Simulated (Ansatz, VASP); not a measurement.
**One calculation of Ti, two programs**

Contents of INCAR:

```
  PREC = Accurate
  ENCUT = 500
  EDIFF = 1E-6
  ISMEAR = -1
  SIGMA = 0.05
  LREAL = F
  LASPH = T
  NELM = 120
  ALGO = Normal
  ISIF = 2
  LWAVE = F
  LCHARG = F
  NBANDS = 12
  GGA_COMPAT = F
```

File KPOINTS:

```
Automatic mesh
0
Gamma
  15 15 15
```

The input POSCAR:

```
Ti
1.0
    0.0000000000      2.0300000000      2.0706000000
    2.0300000000      0.0000000000      2.0706000000
    2.0300000000      2.0300000000      0.0000000000
Ti
1
Direct
    0.0000000000      0.0000000000      0.0000000000
```

Input for Ansatz:

```yaml
crystal:
  lattice:
    - [0.0, 2.03, 2.0706]
    - [2.03, 0.0, 2.0706]
    - [2.03, 2.03, 0.0]
  atoms:
    - { symbol: Ti, position: [0.0, 0.0, 0.0] }
kpoints:
  mp_grid: { grid: [15, 15, 15] }
  band_path:
    path:
      - [0.0, 0.0, 0.0]
      - [0.0, 0.5, 0.5]
      - [0.25, 0.75, 0.5]
      - [0.0, 0.5, 0.0]
      - [0.0, 0.0, 0.0]
      - [0.5, 0.5, 0.0]
      - [0.3701460977, 0.6298539023, 0.0]
      - [-0.3701460977, 0.3701460977, 0.0]
      - [0.0, 0.0, 0.0]
    npoints: 5
scf:
  occupations: { method: fermi_dirac, width: 0.05 }
hamiltonian:
  xc: lda
  pseudopotentials: { kind: all_electron, lapw: { basis_error: 0.00025 } }
output:
  forces: true
  stress: true
  eigenvalues: true
```

Change from the starting cell: zz strain of +2 %.

Alike in both runs: task single point; functional LDA; k mesh 15 × 15 × 15; occupations fermi-dirac, width 0.05 eV; no spin polarisation.

|  | VASP | Ansatz |
| --- | --- | --- |
| version | VASP 6.6.1 | Ansatz 0.2.0 |
| potentials or method | VASP PAW LDA potentials, release 64 (Ti_sv), cutoff 500 eV | all-electron LAPW, scalar-relativistic |

Ansatz gave:

* pressure (GPa): -6.8
* traceless stress, the component that is largest in VASP (GPa): -0.41

Problem. Estimate VASP's values.

Solution. Pressure (GPa): -7.0; traceless stress, the component that is largest in VASP (GPa): -0.41.

LDA's correlation is that of Perdew and Zunger in VASP and of Perdew and Wang (1992) in Ansatz. Ansatz ran all-electron here, and VASP with PAW potentials.
